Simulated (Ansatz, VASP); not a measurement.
One calculation of SrW2, two programs

INCAR

```
SYSTEM = SrW2
PREC = Accurate ; ENCUT = 520
EDIFF = 1E-6 ; ISMEAR = 0
SIGMA = 0.1 ; LREAL = .False.
LASPH = .True. ; NELM = 100
ALGO = Normal ; ISIF = 2
LWAVE = .False. ; LCHARG = .False.
GGA = PE ; NBANDS = 26
```

The input KPOINTS:

```
Automatic mesh
0
Gamma
  6 6 6
  0 0 0
```

File POSCAR:

```
SrW2
1.0
    5.0136396600      0.0000000000      0.0000000000
   -2.5068198300      4.3419393100      0.0000000000
    0.0000000000      0.0000000000      3.1676792100
Sr W
1 2
Direct
    0.0000000000      0.0000000000      0.0000000000
    0.6666666700      0.3333333300      0.9558399900
    0.3333333300      0.6666666700      0.0441600100
```

Input for Ansatz:

```yaml
crystal:
  lattice:
    - [5.01363966, 0.0, 0.0]
    - [-2.50681983, 4.34193931, 0.0]
    - [0.0, 0.0, 3.16767921]
  atoms:
    - { symbol: Sr, position: [0.0, 0.0, 0.0] }
    - { symbol: W, position: [0.66666667, 0.33333333, 0.95583999] }
    - { symbol: W, position: [0.33333333, 0.66666667, 0.04416001] }
basis:
  ecutwfc: 420
kpoints:
  mp_grid: { grid: [6, 6, 6] }
hamiltonian:
  xc: pbe
scf:
  occupations: { method: gaussian, width: 0.1 }
  lower_state_search: "off"
output:
  forces: true
  stress: true
  eigenvalues: true
```

Change from the starting cell: species swapped into the TbHg2 type (P-3m1, No. 164).

Alike in both runs: task single point; functional PBE; k mesh 6 × 6 × 6; occupations gaussian, width 0.1 eV; no spin polarisation.

|  | VASP | Ansatz |
| --- | --- | --- |
| version | VASP 6.6.1 | Ansatz 0.2.0 |
| potentials or method | VASP PAW PBE potentials, release 64 (Sr_sv, W_sv), cutoff 520 eV | scalar-relativistic, plane waves, PAW |
| valence electrons in the cell | 38 | 38 |

VASP gave:

```
gap on the k mesh at the Fermi level (eV)                     : none
pressure (GPa)                                                : -5.5
traceless stress, the component that is largest in VASP (GPa) : -16.44
rms of the force components (eV/Å)                            : 0.435
```

Problem. What did Ansatz give for the same quantities?

Solution. gap on the k mesh at the Fermi level (eV): none; pressure (GPa): -6.0; traceless stress, the component that is largest in VASP (GPa): -16.07; rms of the force components (eV/Å): 0.434.

Atom by atom the forces differ by 0.000 eV/Å (rms over components). A gap of «none» marks a metal or a gap that the smearing closes.

Spin-orbit coupling is off throughout.
